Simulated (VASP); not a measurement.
Co:

```
CELL_PARAMETERS angstrom
3.78220 0.00000 0.00000
0.00000 3.78220 0.00000
0.00000 0.00000 3.78220
ATOMIC_POSITIONS crystal
Co 0.50000 0.00000 0.00000
Co 0.00000 0.50000 0.00000
Co 0.00000 0.00000 0.50000
```

The cell was built from a structure type or drawn by symmetry, and may not be a known phase.

| Property | Result |
| --- | --- |
| Program | VASP 6.6.1 |
| Task | relaxation of cell and atoms |
| Functional | PBE |
| Potentials or basis | VASP PAW PBE potentials, release 64 (Co) |
| Cutoff | 600 eV |
| k mesh | 4 × 4 × 4 |
| Occupations | gaussian, width 0.1 eV |
| Spin | collinear spin, ferromagnetic start |
| Starting moments | [3.0, 3.0, 3.0] μB |

At the start: pressure -22.5 GPa; volume 18.03 Å³/atom.

Where does the relaxation end?

Over 3 steps the energy falls by 461.1 meV/atom and the volume is 13.22 Å³/atom (-26.7 %); space group Pm-3m (No. 221, to 0.1 Å) before and after; moment 5.84 μB per cell.

The path:
| step | energy change (eV) | largest force (eV/Å) | pressure (GPa) | volume (Å³) |
| --- | --- | --- | --- | --- |
| 1 | 0.0000 | 0.0000 | -22.54 | 54.10 |
| 2 | -1.2506 | 0.0000 | 14.97 | 36.57 |
| 3 | -1.3834 | 0.0000 | -0.11 | 39.67 |

Final structure:
```
Co
1.0
     3.41049    0.00000    0.00000
     0.00000    3.41049    0.00000
     0.00000    0.00000    3.41049
Co
3
Cartesian
  1.7052 0.0000 0.0000
  0.0000 1.7052 0.0000
  0.0000 0.0000 1.7052
```

Caveat: the k points lie up to 0.46 Å⁻¹ apart in the final cell; the volume moved by over 15 % at a fixed basis, so the end points are rough.
